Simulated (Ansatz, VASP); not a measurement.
## One calculation of As, two programs

```
As
1.0
     2.73064    0.00000    0.00000
     0.00000    2.73064    0.00000
     0.00000    0.00000    2.73064
As
1
Direct
  0.00000 0.00000 0.00000
```

Alike in both runs: functional PBE; k mesh 20 × 20 × 20; occupations gaussian, width 0.1 eV; no spin polarisation.

Ansatz relaxed the structure, and its values are those at the end. VASP's run is a single point on that final structure, the one shown.

|  | VASP | Ansatz |
| --- | --- | --- |
| version | VASP 6.6.1 | Ansatz 0.2.0 |
| potentials or method | VASP PAW PBE potentials, release 64 (As), cutoff 520 eV | scalar-relativistic, plane waves, PAW |
| valence electrons in the cell | 5 | 15 |

Ansatz gave:

* gap on the k mesh at the Fermi level (eV): none
* pressure (GPa): 0.0

Task: Estimate VASP's values.

Result: gap on the k mesh at the Fermi level (eV): none; pressure (GPa): 0.1.

A gap of «none» marks a metal or a gap that the smearing closes. VASP's potentials hold 5 valence electrons a cell and Ansatz's 15, so a difference there can come from the potentials and not from the codes.
